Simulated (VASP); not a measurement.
# Sr: single point with PBE

Crystal: Sr.

```xyz
4
Lattice="8.6200 0.0000 0.0000 -2.1550 3.7326 0.0000 0.0000 0.0000 7.0500" Properties=species:S:1:pos:R:3 pbc="T T T"
Sr    0.0108    2.4865    1.7572
Sr    4.3230    2.4594    1.7027
Sr    2.1650    1.3063    5.3321
Sr    6.4312    1.2129    5.3080
```

```yaml
Program: VASP 6.6.1
Task: single point
Functional: PBE
Potentials_or_basis: VASP PAW PBE potentials, release 64 (Sr_sv)
Cutoff: 520 eV
k_mesh: 3 × 5 × 3
Occupations: fermi-dirac, width 0.08 eV
Spin: no spin polarisation
Dipole_correction: no
Further_INCAR_settings: ALGO = Normal; EDIFF = 1e-06; NBANDS = 28
```

```
Pressure               : -0.3 GPa
Largest force          : 0.140 eV/Å
Band gap on the k mesh : zero (bands 20 and 21 overlap by 0.06 eV)
```

Forces on the atoms (eV/Å):
```
Sr  -0.011  0.010  0.047
Sr   0.000  0.013  0.119
Sr  -0.071 -0.089 -0.082
Sr   0.081  0.065 -0.084
```

Stress tensor (GPa, compression positive):
```
-0.19 -0.13  0.00
-0.13 -0.34  0.00
 0.00  0.00 -0.23
```

Levels at points of the mesh, in eV from the Fermi level:
```
           k point  band 17  band 18  band 19  band 20  band 21  band 22  band 23  band 24
(0.00, 0.00, 0.00)    -3.60    -1.12    -1.10    -0.54     0.02     0.10     0.26     1.29
```

It took 110 s on 1 thread of Intel Xeon 8259CL, on a shared host, peak memory 0.37 GiB.
